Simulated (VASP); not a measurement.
Set up this calculation in VASP 6.6.1, as the native input.

```yaml
Task: single point
Functional: PBE
Potentials_or_basis: VASP PAW PBE potentials, release 64 (Li_sv, H)
Cutoff: 520 eV
k_mesh: 10 × 10 × 10
Occupations: gaussian, width 0.02 eV
Spin: no spin polarisation
Dipole_correction: no
Further_INCAR_settings: ALGO = Normal; EDIFF = 1e-07; NBANDS = 9
```

The structure of LiH lies in POSCAR:

```
LiH
1.0
    0.0000000000      2.0030467726      2.0030467726
    2.0030467726      0.0000000000      2.0030467726
    2.0030467726      2.0030467726      0.0000000000
Li H
1 1
Direct
    0.0000000000      0.0000000000      0.0000000000
    0.5000000000      0.5000000000      0.5000000000
```

The input as run:

INCAR

```
PREC     = Accurate       # precision mode
ENCUT    = 520            # plane-wave cutoff, eV
EDIFF    = 1E-7           # SCF threshold, eV
ISMEAR   = 0              # smearing method
SIGMA    = 0.02           # smearing width, eV
LREAL    = False          # projectors in reciprocal space
LASPH    = True           # aspherical terms in the spheres
NELM     = 100            # most SCF steps
ALGO     = Normal         # electronic algorithm
ISIF     = 2              # what is computed and relaxed
LWAVE    = False          # write WAVECAR
LCHARG   = False          # write CHGCAR
GGA      = PE             # functional
NBANDS   = 9              # bands
```

KPOINTS

```
regular mesh
0
Gamma
  10 10 10
```

Potentials or basis: VASP PAW PBE potentials, release 64 (Li_sv, H).

The run is started by

```bash
$ cat potpaw_PBE.64/Li_sv/POTCAR potpaw_PBE.64/H/POTCAR > POTCAR
$ mpirun -np 1 vasp_std > vasp.out
```

It gave:

```
Band gap on the k mesh : 2.98 eV, direct
```

Wall time 3.3 s on 1 thread of Intel(R) Xeon(R) 6975P-C (Granite Rapids), on a shared host, peak memory 0.13 GiB.
